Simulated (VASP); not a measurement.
# ScAlC4N4 (C2/m) in VASP: single point with PBE

Aim: the single point of ScAlC4N4 with PBE.

Everything below comes from runs of VASP 6.6.1. Logs are shortened: lines on timing, memory, paths and dates and some standing lists are left out, and cuts for length are marked.

### Step 1. The cell of the first run

It takes space group C2/m (No. 12, monoclinic). The conventional cell has a = 8.234 Å, b = 10.330 Å, c = 4.117 Å, α = 90.00°, β = 102.30°, γ = 90.00°. Within 2.8 Å of Sc (site symmetry 2/m) lie 4 N at 2.12 Å. Within 2.5 Å of Al (site symmetry 2/m) lie 4 C at 1.87 Å. C (site symmetry 2) has 1 N at 1.17 Å within 1.6 Å. Within 1.6 Å of C (site symmetry m) lie 1 N at 1.17 Å. Within 1.6 Å of N (site symmetry 2) lie 1 C at 1.17 Å. Within 1.6 Å of N (site symmetry m) lie 1 C at 1.17 Å.

### Step 2. Single point, PBE

File INCAR:

```
PREC = Accurate
ENCUT = 910
EDIFF = 1E-6
ISMEAR = 0
SIGMA = 0.1
LREAL = False
LASPH = True
NELM = 120
ALGO = Normal
ISIF = 2
LWAVE = False
LCHARG = False
GGA = PE
NBANDS = 36
GGA_COMPAT = False
```

File KPOINTS:

```
regular mesh
0
Gamma
  4 4 4
```

File POSCAR:

```
ScAlC4N4
1.0
    4.1171614200     -5.1650000000      0.0000000000
    4.1171614200      5.1650000000      0.0000000000
   -0.8774020000      0.0000000000      4.0225842300
Sc Al C N
1 1 4 4
Direct
    0.5000000000      0.5000000000      0.0000000000
    0.0000000000      0.0000000000      0.0000000000
    0.1815101600      0.8184898400      0.0000000000
    0.8184898400      0.1815101600      0.0000000000
    0.8184898400      0.8184898400      0.6369796700
    0.1815101600      0.1815101600      0.3630203300
    0.2947725100      0.7052274900      0.0000000000
    0.7052274900      0.2947725100      0.0000000000
    0.7052274900      0.7052274900      0.4104549900
    0.2947725100      0.2947725100      0.5895450100
```

Potentials or basis: VASP PAW PBE potentials, release 64 (Sc_sv, Al, C_h, N_h).

On the command line:

```console
$ cat potpaw_PBE.64/Sc_sv/POTCAR potpaw_PBE.64/Al/POTCAR potpaw_PBE.64/C_h/POTCAR potpaw_PBE.64/N_h/POTCAR > POTCAR
$ mpirun -np 1 vasp_std > vasp.out
```

OUTCAR:

```text
PREC = Accurate
   ENCUT = 910
   EDIFF = 1E-6
   ISMEAR = 0
   LREAL = False
   LASPH = True
   NELM = 120
   ISIF = 2
   GGA = PE

 ion  position               nearest neighbor table
   1  0.500  0.500  0.000-   7 2.12   8 2.12   9 2.12  10 2.12
   2  0.000  0.000  0.000-   3 1.87   4 1.87   5 1.87   6 1.87
   3  0.182  0.818  0.000-   7 1.17   2 1.87
   4  0.818  0.182  0.000-   8 1.17   2 1.87
   5  0.818  0.818  0.637-   9 1.17   2 1.87
   6  0.182  0.182  0.363-  10 1.17   2 1.87
   7  0.295  0.705  0.000-   3 1.17   1 2.12
   8  0.705  0.295  0.000-   4 1.17   1 2.12
   9  0.705  0.705  0.410-   5 1.17   1 2.12
  10  0.295  0.295  0.590-   6 1.17   1 2.12

  LATTYP: Found a base centered monoclinic cell.
 ALAT       =     8.2343228400
 B/A-ratio  =     1.2545051003
 C/A-ratio  =     0.5000000000
 COS(beta)  =    -0.2131084771

  Lattice vectors:

 A1 = (   4.1171614200,  -5.1650000000,   0.0000000000)
 A2 = (   4.1171614200,   5.1650000000,   0.0000000000)
 A3 = (  -0.8774020000,   0.0000000000,   4.0225842300)

Analysis of symmetry for initial positions (statically):
=====================================================================
 Subroutine PRICEL returns:
 Original cell was already a primitive cell.

 Routine SETGRP: Setting up the symmetry group for a
 base centered monoclinic supercell.

 Subroutine GETGRP returns: Found  4 space group operations
 (whereof  4 operations were pure point group operations)
 out of a pool of  4 trial point group operations.

The static configuration has the point symmetry C_2h.

Analysis of symmetry for dynamics (positions and initial velocities):
=====================================================================
 Subroutine PRICEL returns:
 Original cell was already a primitive cell.

 Routine SETGRP: Setting up the symmetry group for a
 base centered monoclinic supercell.

 Subroutine GETGRP returns: Found  4 space group operations
 (whereof  4 operations were pure point group operations)
 out of a pool of  4 trial point group operations.

The dynamic configuration has the point symmetry C_2h.

 Subroutine INISYM returns: Found  4 space group operations
 (whereof  4 operations are pure point group operations),
 and found     1 'primitive' translations

----------------------------------------------------------------------------------------

                                     Primitive cell

  volume of cell :     171.0816

  direct lattice vectors                    reciprocal lattice vectors
     4.117161420 -5.165000000  0.000000000     0.121442895 -0.096805421  0.026489001
     4.117161420  5.165000000  0.000000000     0.121442895  0.096805421  0.026489001
    -0.877402000  0.000000000  4.022584230     0.000000000  0.000000000  0.248596410

  length of vectors
     6.605167913  6.605167913  4.117161420     0.157547876  0.157547876  0.248596410

  position of ions in fractional coordinates (direct lattice)
     0.500000000  0.500000000  0.000000000
     0.000000000  0.000000000  0.000000000
     0.181510160  0.818489840  0.000000000
     0.818489840  0.181510160  0.000000000
     0.818489840  0.818489840  0.636979670
     0.181510160  0.181510160  0.363020330
     0.294772510  0.705227490  0.000000000
     0.705227490  0.294772510  0.000000000
     0.705227490  0.705227490  0.410454990
     0.294772510  0.294772510  0.589545010

  ion indices of the primitive-cell ions
   primitive index   ion index
                 1           1
                 2           2
                 3           3
                 4           4
                 5           5
                 6           6
                 7           7
                 8           8
                 9           9
                10          10

----------------------------------------------------------------------------------------

 KPOINTS: regular mesh

Automatic generation of k-mesh.
 Grid dimensions read from file:
 generate k-points for:    4    4    4

 Generating k-lattice:

  Cartesian coordinates                     Fractional coordinates (reciprocal lattice)
     0.030360724 -0.024201355  0.006622250     0.250000000  0.000000000  0.000000000
     0.030360724  0.024201355  0.006622250     0.000000000  0.250000000  0.000000000
     0.000000000  0.000000000  0.062149103     0.000000000  0.000000000  0.250000000

  Length of vectors
     0.039386969  0.039386969  0.062149103

  Shift w.r.t. Gamma in fractional coordinates (k-lattice)
     0.000000000  0.000000000  0.000000000

 Subroutine IBZKPT returns following result:
 ===========================================

 Found     24 irreducible k-points:

 Following reciprocal coordinates:
            Coordinates               Weight
  0.000000  0.000000  0.000000      1.000000
  0.250000 -0.000000  0.000000      4.000000
  0.500000 -0.000000  0.000000      2.000000
  0.250000  0.250000  0.000000      2.000000
  0.500000  0.250000  0.000000      4.000000
 -0.250000  0.250000  0.000000      2.000000
[... 16 lines left out ...]
 -0.250000  0.250000  0.500000      2.000000
  0.500000  0.500000  0.500000      1.000000
   k-points           NKPTS =     24   k-points in BZ     NKDIM =     24   number of bands    NBANDS=     36
   number of dos      NEDOS =    301   number of ions     NIONS =     10
   total plane-waves  NPLWV = 205800
   dimension x,y,z NGX =    70 NGY =   70 NGZ =   42
   dimension x,y,z NGXF=   140 NGYF=  140 NGZF=   84
   ions per type =               1   1   4   4
   NGX,Y,Z   is equivalent  to a cutoff of  17.62, 17.62, 16.96 a.u.
   NGXF,Y,Z  is equivalent  to a cutoff of  35.24, 35.24, 33.92 a.u.
 SYSTEM =  unknown system
   PREC   = accura    normal or accurate (medium, high low for compatibility)
   ISTART =      0    job   : 0-new  1-cont  2-samecut
   ICHARG =      2    charge: 1-file 2-atom 10-const
   ISPIN  =      1    spin polarized calculation?
   LNONCOLLINEAR =      F non collinear calculations
   LSORBIT =      F    spin-orbit coupling
   LASPH  =      T    aspherical Exc in radial PAW
   ENCUT  =  910.0 eV  66.88 Ry    8.18 a.u.  16.25 16.25 10.13*2*pi/ulx,y,z
   NELM   =    120;   NELMIN=  2; NELMDL= -5     # of ELM steps
   EDIFF  = 0.1E-05   stopping-criterion for ELM
   LREAL  =      F    real-space projection
   EDIFFG = 0.1E-04   stopping-criterion for IOM
   NSW    =      0    number of steps for IOM
   IBRION =     -1    ionic relax: 0-MD 1-quasi-New 2-CG
   NFREE  =      0    steps in history (QN), initial steepest desc. (CG)
   ISIF   =      2    stress and relaxation
   ISYM   =      2    0-nonsym 1-usesym 2-fastsym
   POTIM  = 0.5000    time-step for ionic-motion
   TEBEG  =    0.0;   TEEND  =   0.0 temperature during run
   PSTRESS=    0.0 pullay stress
   NELECT =      50.0000    total number of electrons
   NUPDOWN=      -1.0000    fix difference up-down
   EMIN   =  10.00;   EMAX   =-10.00  energy-range for DOS
   EFERMI =   0.00;   METHOD = LEGACY
   ISMEAR =     0;   SIGMA  =   0.10  broadening in eV -4-tet -1-fermi 0-gaus
   EFERMI_NEDOS =   21; number of points for ismear=-14 and -15
   IALGO  =     38    algorithm
   IMIX   =      4    mixing-type and parameters
     AMIX     =   0.40;   BMIX     =  1.00
     AMIX_MAG =   1.60;   BMIX_MAG =  1.00
  volume/ion in A,a.u.               =      17.11       115.45
  Fermi-wavevector in a.u.,A,eV,Ry     =   1.086418  2.053033 16.059019  1.180305
  Thomas-Fermi vector in A             =   2.222554
   LORBIT       =      0    0 simple, 1 ext, 2 COOP (PROOUT), +10 PAW based schemes
   GGA     = PE    functional components
   LHFCALC =     F    Hartree Fock is set to
   AEXX    =    0.0000 exact exchange contribution
   IVDW    =     0    specifies the selected vdW correction
   LEPSILON=     F    determine dielectric tensor
   LRPA    =     F    only Hartree local field effects (RPA)
 non-spin polarized calculation
 Gauss-broadening in eV      SIGMA  =   0.10
  energy-cutoff  :      910.00
  volume of cell :      171.08
 maximum number of plane-waves:     10696
 NGX is ok and might be reduce to    70
   NGX = 33   NGY = 33   NGZ = 21

 number of electron      50.0000000 magnetization

 Free energy of the ion-electron system (eV)
  ---------------------------------------------------
  ext. energy  EPLUGINS =         0.00000000
  ---------------------------------------------------
  free energy    TOTEN  =       -79.07114697 eV

  energy without entropy =      -79.05626747  energy(sigma->0) =      -79.06370722

 E-fermi :   2.1793     XC(G=0):  -7.9594

 val. band max:        2.1774025357   @ k =   0.0000   0.0000   0.0000
 cond. band min:       2.1867612948   @ k =   0.2500  -0.0000   0.5000
 fundamental gap:      0.0093587591
 Fermi energy:         2.1792797344

 k-point     1 :       0.0000    0.0000    0.0000
  band No.  band energies     occupation
      1     -48.2781      2.00000
      2     -27.0388      2.00000
      3     -26.9442      2.00000
      4     -26.8619      2.00000
      5     -17.1629      2.00000
      6     -17.0098      2.00000
[... 28 lines left out ...]
     35       5.9003      0.00000
     36       6.2729      0.00000

 k-point     2 :       0.2500   -0.0000    0.0000
  band No.  band energies     occupation
      1     -48.2781      2.00000
      2     -27.0388      2.00000
      3     -26.9442      2.00000
      4     -26.8619      2.00000
      5     -17.1397      2.00000
      6     -17.0253      2.00000
[... 28 lines left out ...]
     35       6.4394      0.00000
     36       6.5404      0.00000
[... 817 lines left out ...]
     35       6.4356      0.00000
     36       6.7801      0.00000

 k-point    24 :       0.5000    0.5000    0.5000
  band No.  band energies     occupation
      1     -48.2773      2.00000
      2     -27.0491      2.00000
      3     -26.9428      2.00000
      4     -26.8683      2.00000
      5     -17.0622      2.00000
      6     -17.0097      2.00000
[... 28 lines left out ...]
     35       5.9157      0.00000
     36       6.6964      0.00000

------------------------ aborting loop because EDIFF is reached ----------------------------------------

  FORCE on cell =-STRESS in cart. coord.  units (eV):
  Direction    XX          YY          ZZ          XY          YZ          ZX
  --------------------------------------------------------------------------------------
  -------------------------------------------------------------------------------------
  Total        4.1104940     11.2559405      7.7919905      0.0000000      0.0000000      7.8774332
  in kB       38.4947268    105.4117462     72.9718962      0.0000000      0.0000000     73.7720661
  external PRESSURE =      72.2927897 kB  Pullay stress =       0.0000000 kB

 VOLUME and BASIS-vectors are now :
 -----------------------------------------------------------------------------
  energy-cutoff  :      910.00
  volume of cell :      171.08
      direct lattice vectors                 reciprocal lattice vectors
     4.117161420 -5.165000000  0.000000000     0.121442895 -0.096805421  0.026489001
     4.117161420  5.165000000  0.000000000     0.121442895  0.096805421  0.026489001
    -0.877402000  0.000000000  4.022584230     0.000000000  0.000000000  0.248596410

 POSITION                                       TOTAL-FORCE (eV/Angst)
 -----------------------------------------------------------------------------------
      4.11716      0.00000      0.00000         0.000000     -0.000000      0.000000
      0.00000      0.00000      0.00000         0.000000     -0.000000      0.000000
      4.11716      3.29000      0.00000         0.000000     -1.022816      0.000000
      4.11716     -3.29000      0.00000        -0.000000      1.022816      0.000000
      6.18082      0.00000      2.56230        -0.035243     -0.000000      0.360772
      1.17610      0.00000      1.46028         0.035243     -0.000000     -0.360772
      4.11716      2.12000      0.00000        -0.000000     -0.518075      0.000000
      4.11716     -2.12000      0.00000        -0.000000      0.518075     -0.000000
      5.44694      0.00000      1.65109        -1.491921     -0.000000     -1.119340
      1.90998      0.00000      2.37149         1.491921     -0.000000      1.119340
 -----------------------------------------------------------------------------------
    total drift:                                0.000000     -0.000000      0.000000

  FREE ENERGIE OF THE ION-ELECTRON SYSTEM (eV)
  ---------------------------------------------------
  free  energy   TOTEN  =       -79.0711469725 eV

  energy  without entropy=      -79.0562674716  energy(sigma->0) =      -79.06370722
```

Run time: 7.8 min. Hardware: 1 thread of Intel Xeon Platinum 8259CL at 2.50GHz (Skylake/Cascade Lake), shared host; peak memory 0.7 GiB.

What came out:

```yaml
Free_energy: -79.0711 eV
Pressure: 7.2 GPa
Largest_force: 1.865 eV/Å
Band_gap_on_the_k_mesh: zero (bands 25 and 26 overlap by 0.44 eV)
```

Forces in eV/Å, atoms in the order of the input:
```
Sc   0.000  0.000  0.000
Al   0.000  0.000  0.000
C    0.000 -1.023  0.000
C    0.000  1.023  0.000
C   -0.035  0.000  0.361
C    0.035  0.000 -0.361
N    0.000 -0.518  0.000
N    0.000  0.518  0.000
N   -1.492  0.000 -1.119
N    1.492  0.000  1.119
```

Levels at points of the mesh, in eV from the Fermi level:
| k point | band 23 | band 24 | band 25 | band 26 | band 27 | band 28 |
| --- | --- | --- | --- | --- | --- | --- |
| (0.00, 0.00, 0.00) | -4.38 | -4.18 | -0.41 | -0.09 | 0.00 | 0.99 |
| (0.50, 0.00, 0.00) | -4.44 | -3.94 | -0.57 | 0.80 | 1.02 | 1.06 |
| (0.50, 0.50, 0.00) | -4.50 | -4.26 | -0.38 | 0.44 | 0.77 | 1.07 |
| (0.00, 0.00, 0.50) | -4.51 | -4.16 | 0.29 | 0.74 | 1.26 | 1.51 |
| (0.50, 0.00, 0.50) | -4.53 | -3.88 | -0.16 | 0.81 | 1.11 | 1.22 |
| (0.50, 0.50, 0.50) | -4.38 | -4.12 | -0.48 | -0.09 | 0.36 | 1.51 |

Caveat: the k points lie up to 0.39 Å⁻¹ apart; forces of over 1 eV/Å act on the atoms, so gaps and moduli don't describe the material at rest.
